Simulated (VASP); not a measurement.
# Ir3C2 (P6/mmm) in VASP: further runs

The runs below take Ir3C2 through single point, relaxation of cell and atoms, with PBE.

Everything below comes from runs of VASP 6.6.1. Logs are shortened: lines on timing, memory, paths and dates and some standing lists are left out, and cuts for length are marked.

## (1) The cell of the first run

Symmetry: P6/mmm, No. 191, hexagonal system. The conventional cell has a = 5.581 Å, b = 5.581 Å, c = 2.743 Å, α = 90.00°, β = 90.00°, γ = 120.00°. Ir (site symmetry mmm) has 4 C at 2.12 Å and 6 Ir at 2.74 to 2.79 Å within 2.8 Å. Within 2.8 Å of C (site symmetry -6m2) lie 6 Ir at 2.12 Å and 2 C at 2.74 Å.

## (2) Single point, PBE

Contents of INCAR:

```
SYSTEM = Ir3C2
PREC = Accurate
ENCUT = 600
EDIFF = 1E-6
ISMEAR = 0
SIGMA = 0.1
LREAL = .False.
LASPH = .True.
NELM = 120
ALGO = Normal
ISIF = 2
LWAVE = .False.
LCHARG = .False.
GGA = PE
NBANDS = 26
GGA_COMPAT = .False.
```

Contents of KPOINTS:

```
Automatic mesh
0
Gamma
  6 6 4
  0 0 0
```

Contents of POSCAR:

```
Ir3C2
1.0
    5.5805230719      0.0000000000      0.0000000000
   -2.7902615359      4.8328747467      0.0000000000
    0.0000000000      0.0000000000      2.7430538714
Ir C
3 2
Direct
    0.5000000000      0.0000000000      0.7008567846
    0.0000000000      0.5000000000      0.7008567846
    0.5000000000      0.5000000000      0.7008567846
    0.6666666667      0.3333333333      0.2008489725
    0.3333333333      0.6666666667      0.2008489725
```

Potentials or basis: VASP PAW PBE potentials, release 64 (Ir, C).

Launch:

```sh
$ cat potpaw_PBE.64/Ir/POTCAR potpaw_PBE.64/C/POTCAR > POTCAR
$ mpirun -np 1 vasp_std > vasp.out
```

OUTCAR:

```text
SYSTEM = Ir3C2
   PREC = Accurate
   ENCUT = 600
   EDIFF = 1E-6
   ISMEAR = 0
   LREAL = .False.
   LASPH = .True.
   NELM = 120
   ISIF = 2
   GGA = PE

 ion  position               nearest neighbor table
   1  0.500  0.000  0.701-   4 2.12   5 2.12   4 2.12   5 2.12   3 2.79   3 2.79   2 2.79   2 2.79

   2  0.000  0.500  0.701-   4 2.12   5 2.12   4 2.12   5 2.12   3 2.79   3 2.79   1 2.79   1 2.79

   3  0.500  0.500  0.701-   4 2.12   5 2.12   4 2.12   5 2.12   2 2.79   2 2.79   1 2.79   1 2.79

   4  0.667  0.333  0.201-   2 2.12   1 2.12   3 2.12   2 2.12   1 2.12   3 2.12
   5  0.333  0.667  0.201-   2 2.12   1 2.12   3 2.12   2 2.12   1 2.12   3 2.12

  LATTYP: Found a hexagonal cell.
 ALAT       =     5.5805230719
 C/A-ratio  =     0.4915406380

  Lattice vectors:

 A1 = (   5.5805230719,   0.0000000000,   0.0000000000)
 A2 = (  -2.7902615359,   4.8328747467,   0.0000000000)
 A3 = (   0.0000000000,   0.0000000000,   2.7430538714)

Analysis of symmetry for initial positions (statically):
=====================================================================
 Subroutine PRICEL returns:
 Original cell was already a primitive cell.

 Routine SETGRP: Setting up the symmetry group for a
 hexagonal supercell.

 Subroutine GETGRP returns: Found 12 space group operations
 (whereof 12 operations were pure point group operations)
 out of a pool of 24 trial point group operations.

The static configuration has the point symmetry C_6v.

Analysis of symmetry for dynamics (positions and initial velocities):
=====================================================================
 Subroutine PRICEL returns:
 Original cell was already a primitive cell.

 Routine SETGRP: Setting up the symmetry group for a
 hexagonal supercell.

 Subroutine GETGRP returns: Found 12 space group operations
 (whereof 12 operations were pure point group operations)
 out of a pool of 24 trial point group operations.

The dynamic configuration has the point symmetry C_6v.

 Subroutine INISYM returns: Found 12 space group operations
 (whereof 12 operations are pure point group operations),
 and found     1 'primitive' translations

----------------------------------------------------------------------------------------

                                     Primitive cell

  volume of cell :      73.9801

  direct lattice vectors                    reciprocal lattice vectors
     5.580523072  0.000000000  0.000000000     0.179194672  0.103458092  0.000000000
    -2.790261536  4.832874747  0.000000000     0.000000000  0.206916184  0.000000000
     0.000000000  0.000000000  2.743053871     0.000000000  0.000000000  0.364557186

  length of vectors
     5.580523072  5.580523072  2.743053871     0.206916184  0.206916184  0.364557186

  position of ions in fractional coordinates (direct lattice)
     0.500000000  0.000000000  0.700856785
     0.000000000  0.500000000  0.700856785
     0.500000000  0.500000000  0.700856785
     0.666666667  0.333333333  0.200848972
     0.333333333  0.666666667  0.200848972

  ion indices of the primitive-cell ions
   primitive index   ion index
                 1           1
                 2           2
                 3           3
                 4           4
                 5           5

----------------------------------------------------------------------------------------

 KPOINTS: Automatic mesh

Automatic generation of k-mesh.
 Grid dimensions read from file:
 generate k-points for:    6    6    4

 Generating k-lattice:

  Cartesian coordinates                     Fractional coordinates (reciprocal lattice)
     0.029865779  0.017243015  0.000000000     0.166666667 -0.000000000  0.000000000
     0.000000000  0.034486031  0.000000000     0.000000000  0.166666667  0.000000000
     0.000000000  0.000000000  0.091139296     0.000000000  0.000000000  0.250000000

  Length of vectors
     0.034486031  0.034486031  0.091139296

  Shift w.r.t. Gamma in fractional coordinates (k-lattice)
     0.000000000  0.000000000  0.000000000

 Subroutine IBZKPT returns following result:
 ===========================================

 Found     21 irreducible k-points:

 Following reciprocal coordinates:
            Coordinates               Weight
  0.000000  0.000000  0.000000      1.000000
  0.166667 -0.000000  0.000000      6.000000
  0.333333  0.000000  0.000000      6.000000
  0.500000 -0.000000  0.000000      3.000000
  0.166667  0.166667  0.000000      6.000000
  0.333333  0.166667  0.000000     12.000000
[... 13 lines left out ...]
  0.333333  0.166667  0.500000     12.000000
  0.333333  0.333333  0.500000      2.000000
   k-points           NKPTS =     21   k-points in BZ     NKDIM =     21   number of bands    NBANDS=     26
   number of dos      NEDOS =    301   number of ions     NIONS =      5
   total plane-waves  NPLWV =  55296
   dimension x,y,z NGX =    48 NGY =   48 NGZ =   24
   dimension x,y,z NGXF=    96 NGYF=   96 NGZF=   48
[... 39 lines left out ...]
   LHFCALC =     F    Hartree Fock is set to
   AEXX    =    0.0000 exact exchange contribution
   IVDW    =     0    specifies the selected vdW correction
   LEPSILON=     F    determine dielectric tensor
   LRPA    =     F    only Hartree local field effects (RPA)
 non-spin polarized calculation
 Gauss-broadening in eV      SIGMA  =   0.10
  energy-cutoff  :      600.00
  volume of cell :       73.98
 maximum number of plane-waves:      2485
 NGX is ok and might be reduce to    48
   NGX = 23   NGY = 23   NGZ = 11

 number of electron      35.0000001 magnetization

 Free energy of the ion-electron system (eV)
  ---------------------------------------------------
  ext. energy  EPLUGINS =         0.00000000
  ---------------------------------------------------
  free energy    TOTEN  =       -40.90321816 eV

  energy without entropy =      -40.88641119  energy(sigma->0) =      -40.89481468

 E-fermi :   5.8916     XC(G=0): -11.3643

 val. band max:        5.8394709423   @ k =   0.1667   0.1667   0.2500
 cond. band min:       5.9134931663   @ k =   0.3333   0.0000   0.2500
 fundamental gap:      0.0740222240
 Fermi energy:         5.8915981823

 k-point     1 :       0.0000    0.0000    0.0000
  band No.  band energies     occupation
      1      -9.4316      2.00000
      2      -5.7076      2.00000
      3      -2.7145      2.00000
      4      -2.7145      2.00000
      5      -0.8808      2.00000
      6      -0.7034      2.00000
[... 18 lines left out ...]
     25      11.6782      0.00000
     26      13.9030      0.00000

 k-point     2 :       0.1667   -0.0000    0.0000
  band No.  band energies     occupation
      1      -9.2778      2.00000
      2      -6.1073      2.00000
      3      -2.6455      2.00000
      4      -2.3190      2.00000
      5      -0.7327      2.00000
      6      -0.6434      2.00000
[... 18 lines left out ...]
     25      11.8915      0.00000
     26      13.4678      0.00000

 k-point     3 :       0.3333    0.0000    0.0000
  band No.  band energies     occupation
      1      -8.8649      2.00000
      2      -6.8869      2.00000
      3      -2.5002      2.00000
      4      -1.5396      2.00000
      5      -0.5512      2.00000
      6      -0.3242      2.00000
[... 18 lines left out ...]
     25      12.4104      0.00000
     26      12.4880      0.00000

 k-point     4 :       0.5000   -0.0000    0.0000
  band No.  band energies     occupation
      1      -8.5148      2.00000
      2      -7.3847      2.00000
      3      -2.4236      2.00000
      4      -0.9484      2.00000
      5      -0.6868      2.00000
      6       0.0358      2.00000
[... 18 lines left out ...]
     25      13.3580      0.00000
     26      13.3866      0.00000
[... 409 lines left out ...]
      1      -7.3810      2.00000
      2      -5.7130      2.00000
      3      -4.2155      2.00000
      4      -1.4612      2.00000
      5      -0.9593      2.00000
      6      -0.8116      2.00000
[... 18 lines left out ...]
     25      12.6646      0.00000
     26      13.0619      0.00000

 k-point    20 :       0.3333    0.1667    0.5000
  band No.  band energies     occupation
      1      -7.0422      2.00000
      2      -6.2293      2.00000
      3      -3.5348      2.00000
      4      -1.8641      2.00000
      5      -1.2217      2.00000
      6      -0.3045      2.00000
[... 18 lines left out ...]
     25      12.9307      0.00000
     26      13.8122      0.00000

 k-point    21 :       0.3333    0.3333    0.5000
  band No.  band energies     occupation
      1      -6.6633      2.00000
      2      -6.6633      2.00000
      3      -2.7602      2.00000
      4      -2.7602      2.00000
      5      -1.0656      2.00000
      6       0.1071      2.00000
[... 18 lines left out ...]
     25      14.4137      0.00000
     26      14.4139      0.00000

------------------------ aborting loop because EDIFF is reached ----------------------------------------

  FORCE on cell =-STRESS in cart. coord.  units (eV):
  Direction    XX          YY          ZZ          XY          YZ          ZX
  --------------------------------------------------------------------------------------
  -------------------------------------------------------------------------------------
  Total        0.5858850      0.5858850      0.5118229      0.0000000     -0.0000000      0.0000000
  in kB       12.6884387     12.6884387     11.0844856      0.0000000     -0.0000000      0.0000000
  external PRESSURE =      12.1537877 kB  Pullay stress =       0.0000000 kB

 VOLUME and BASIS-vectors are now :
 -----------------------------------------------------------------------------
  energy-cutoff  :      600.00
  volume of cell :       73.98
      direct lattice vectors                 reciprocal lattice vectors
     5.580523072  0.000000000  0.000000000     0.179194672  0.103458092  0.000000000
    -2.790261536  4.832874747  0.000000000     0.000000000  0.206916184  0.000000000
     0.000000000  0.000000000  2.743053871     0.000000000  0.000000000  0.364557186

 POSITION                                       TOTAL-FORCE (eV/Angst)
 -----------------------------------------------------------------------------------
      2.79026      0.00000      1.92249         0.000000     -0.000000     -0.000090
     -1.39513      2.41644      1.92249         0.000000      0.000000     -0.000090
      1.39513      2.41644      1.92249         0.000000      0.000000     -0.000090
      2.79026      1.61096      0.55094        -0.000000     -0.000000      0.000135
     -0.00000      3.22192      0.55094         0.000000     -0.000000      0.000135
 -----------------------------------------------------------------------------------
    total drift:                                0.000000      0.000000      0.000059

  FREE ENERGIE OF THE ION-ELECTRON SYSTEM (eV)
  ---------------------------------------------------
  free  energy   TOTEN  =       -40.9032181648 eV

  energy  without entropy=      -40.8864111872  energy(sigma->0) =      -40.89481468
```

Run time: 25 s. Hardware: 1 thread of Intel Xeon 6975P-C (Granite Rapids), shared host; peak memory 0.24 GiB.

What came out:

```yaml
Free_energy: -40.9032 eV
Pressure: 1.2 GPa
```

Stress tensor (GPa, compression positive):
```
1.27 0.00 0.00
0.00 1.27 0.00
0.00 0.00 1.11
```

Caveat: the k points lie up to 0.57 Å⁻¹ apart; spin-orbit coupling is left out, which moves the levels of the heavy elements.

## (3) Single point, PBE

Contents of INCAR:

```
SYSTEM = Ir3C2
ALGO = Normal
EDIFF = 1E-6
ENCUT = 600
GGA = PE
GGA_COMPAT = .FALSE.
ISIF = 2
ISMEAR = 0
LASPH = .TRUE.
LCHARG = .FALSE.
LREAL = .FALSE.
LWAVE = .FALSE.
NBANDS = 26
NELM = 120
PREC = Accurate
SIGMA = 0.1
```

Contents of KPOINTS:

```
k-points
0
G
  6 6 6
  0 0 0
```

Contents of POSCAR:

```
Ir3C2
1.0
    5.5664791115      0.0000000000      0.0000000000
   -2.7832395557      4.8207123202      0.0000000000
    0.0000000000      0.0000000000      2.7536008600
Ir C
3 2
Direct
    0.5000000000      0.0000000000      0.5000000000
    0.0000000000      0.5000000000      0.5000000000
    0.5000000000      0.5000000000      0.5000000000
    0.6666666667      0.3333333333      0.0000000000
    0.3333333333      0.6666666667      0.0000000000
```

Potentials or basis: VASP PAW PBE potentials, release 64 (Ir, C).

Launch:

```sh
$ cat potpaw_PBE.64/Ir/POTCAR potpaw_PBE.64/C/POTCAR > POTCAR
$ mpirun -np 1 vasp_std > vasp.out
```

It took 30 s on 1 thread of Intel Xeon 6975P-C (Granite Rapids), shared host; peak memory 0.25 GiB.

The run converged. Its results:

```yaml
Free_energy: -40.9254 eV
Pressure: 1.2 GPa
```

Levels at points of the mesh, in eV from the Fermi level:
```tsv
k point	band 15	band 16	band 17	band 18	band 19	band 20	band 21	band 22
(0.00, 0.00, 0.00)	-1.53	-1.04	-0.58	-0.58	-0.01	0.83	2.12	2.12
(0.50, 0.00, 0.00)	-1.66	-1.08	-0.74	-0.24	0.34	0.70	1.45	3.06
(0.00, 0.00, 0.50)	-0.90	-0.90	1.00	1.05	1.05	1.42	4.69	5.43
(0.50, 0.00, 0.50)	-1.52	-1.02	-0.97	1.04	1.09	1.50	4.16	5.37
```

Caveat: the k points lie up to 0.38 Å⁻¹ apart; spin-orbit coupling is left out, which moves the levels of the heavy elements.

## (4) Relaxation of cell and atoms, PBE

Contents of INCAR:

```
  PREC = Accurate
  ENCUT = 600
  EDIFF = 1E-7
  ISMEAR = 0
  SIGMA = 0.1
  LREAL = False
  LASPH = True
  NELM = 120
  ALGO = Normal
  ISIF = 3
  LWAVE = False
  LCHARG = False
  GGA = PE
  IBRION = 2
  NSW = 90
  EDIFFG = -0.04
  GGA_COMPAT = False
  NELMIN = 4
```

Contents of KPOINTS:

```
Automatic mesh
0
Gamma
  6 6 6
```

Changes to POSCAR since step 3:

```diff
@@ -2,5 +2,5 @@
 1.0
-    5.5664791115      0.0000000000      0.0000000000
-   -2.7832395557      4.8207123202      0.0000000000
-    0.0000000000      0.0000000000      2.7536008600
+    5.5805230719      0.0000000000      0.0000000000
+   -2.7902615359      4.8328747466      0.0000000000
+    0.0000000000      0.0000000000      2.7430538714
 Ir C
```

Launch:

```sh
$ cat potpaw_PBE.64/Ir/POTCAR potpaw_PBE.64/C/POTCAR > POTCAR
$ mpirun -np 1 vasp_std > vasp.out
```

It took 68 s on 1 thread of Intel Xeon 6975P-C (Granite Rapids), shared host; peak memory 0.24 GiB.

It converged, with:

```
Free energy                            : -40.9268 eV
Relaxed volume                         : 14.84 Å³/atom
Relaxed cell                           : a = 5.575 Å, b = 5.575 Å, c = 2.757 Å, α = 90.00°, β = 90.00°, γ = 120.00°
Space group after relaxing (to 0.05 Å) : P6/mmm (No. 191)
Energy gained by relaxing              : 0.6 meV/atom
Ionic steps                            : 4
Pressure after relaxing                : 0.1 GPa
```

Stress tensor (GPa, compression positive):
```
 0.22  0.00  0.00
 0.00  0.22  0.00
 0.00  0.00 -0.08
```

Step by step:
```
step  energy change (eV)  largest force (eV/Å)  pressure (GPa)  volume (Å³)
   1              0.0000                0.0000            1.29        73.98
   2              0.0103                0.0000           -3.49        75.26
   3             -0.0027                0.0000           -0.26        74.38
   4             -0.0030                0.0000            0.12        74.22
```

Final structure:
```cif
data_structure
_symmetry_space_group_name_H-M 'P 1'
_symmetry_Int_Tables_number 1
_cell_length_a 5.5750
_cell_length_b 5.5750
_cell_length_c 2.7574
_cell_angle_alpha 90.000
_cell_angle_beta 90.000
_cell_angle_gamma 120.000
_cell_volume 74.22
loop_
_atom_site_label
_atom_site_type_symbol
_atom_site_fract_x
_atom_site_fract_y
_atom_site_fract_z
_atom_site_occupancy
Ir1 Ir 0.50000 0.00000 0.50000 1
Ir2 Ir 0.00000 0.50000 0.50000 1
Ir3 Ir 0.50000 0.50000 0.50000 1
C1 C 0.66667 0.33333 0.00000 1
C2 C 0.33333 0.66667 0.00000 1
```

Levels at points of the mesh, in eV from the Fermi level:
```tsv
k point	band 16	band 17	band 18	band 19	band 20	band 21
(0.00, 0.00, 0.00)	-1.03	-0.58	-0.58	-0.01	0.82	2.10
(0.50, 0.00, 0.00)	-1.07	-0.73	-0.24	0.34	0.70	1.44
(0.00, 0.00, 0.50)	-0.89	0.99	1.04	1.04	1.41	4.64
(0.50, 0.00, 0.50)	-1.01	-0.97	1.03	1.08	1.49	4.15
```

Caveat: the k points lie up to 0.38 Å⁻¹ apart in the final cell; spin-orbit coupling is left out, which moves the levels of the heavy elements.

## (5) Single point, PBE

Contents of INCAR:

```
  PREC = Accurate
  ENCUT = 600
  EDIFF = 1E-6
  ISMEAR = 0
  SIGMA = 0.1
  LREAL = False
  LASPH = True
  NELM = 120
  ALGO = Normal
  ISIF = 2
  LWAVE = False
  LCHARG = False
  GGA = PE
  NBANDS = 26
  GGA_COMPAT = False
```

Contents of KPOINTS:

```
Automatic mesh
0
Gamma
  12 12 14
```

Changes to POSCAR since step 4:

```diff
@@ -2,5 +2,5 @@
 1.0
-    5.5805230719      0.0000000000      0.0000000000
-   -2.7902615359      4.8328747466      0.0000000000
-    0.0000000000      0.0000000000      2.7430538714
+    5.5787165563      0.0000000000      0.0000000000
+   -2.7893582782      4.8313102583      0.0000000000
+    0.0000000000      0.0000000000      2.7435591882
 Ir C
```

Launch:

```sh
$ cat potpaw_PBE.64/Ir/POTCAR potpaw_PBE.64/C/POTCAR > POTCAR
$ mpirun -np 1 vasp_std > vasp.out
```

It took 1.9 min on 1 thread of Intel Xeon 6975P-C (Granite Rapids), shared host; peak memory 0.44 GiB.

Results (log left out):

```yaml
Free_energy: -40.9511 eV
Pressure: 1.2 GPa
```

Levels at points of the mesh, in eV from the Fermi level:
| k point | band 14 | band 15 | band 16 | band 17 | band 18 | band 19 | band 20 | band 21 | band 22 | band 23 |
| --- | --- | --- | --- | --- | --- | --- | --- | --- | --- | --- |
| (0.00, 0.00, 0.00) | -1.42 | -1.42 | -0.85 | -0.44 | -0.44 | 0.13 | 0.93 | 2.21 | 2.21 | 4.59 |
| (0.50, 0.00, 0.00) | -1.63 | -1.54 | -0.92 | -0.59 | -0.10 | 0.47 | 0.83 | 1.54 | 3.21 | 4.12 |
| (0.00, 0.00, 0.50) | -2.06 | -0.77 | -0.77 | 1.11 | 1.20 | 1.20 | 1.65 | 4.82 | 5.57 | 6.10 |
| (0.50, 0.00, 0.50) | -1.68 | -1.37 | -0.90 | -0.84 | 1.19 | 1.26 | 1.72 | 4.33 | 5.50 | 5.60 |

Caveat: spin-orbit coupling is left out, which moves the levels of the heavy elements.

## (6) Overview

```csv
task,cell,k mesh,gap on the mesh (eV),pressure (GPa)
single point,"a = 5.581, b = 5.581, c = 2.743 Å, angles 90.0, 90.0, 120.0°, 5 atoms",6 × 6 × 4,none,1.2
single point,"a = 5.566, b = 5.566, c = 2.754 Å, angles 90.0, 90.0, 120.0°, 5 atoms",6 × 6 × 6,none,1.2
relaxation of cell and atoms,"relaxed from a = 5.581, b = 5.581, c = 2.743 Å, angles 90.0, 90.0, 120.0°, 5 atoms",6 × 6 × 6,none,0.1
single point,"a = 5.579, b = 5.579, c = 2.744 Å, angles 90.0, 90.0, 120.0°, 5 atoms",12 × 12 × 14,none,1.2
```

Alike in all rows: level PBE; potentials or basis VASP PAW PBE potentials, release 64 (Ir, C); no spin polarisation; cutoff (eV) 600; smearing gaussian 0.1 eV.

Caveats: some runs use coarse meshes; spin-orbit coupling is left out, which moves the levels of the heavy elements.

Absolute energies hang on the potentials; compare differences alone.
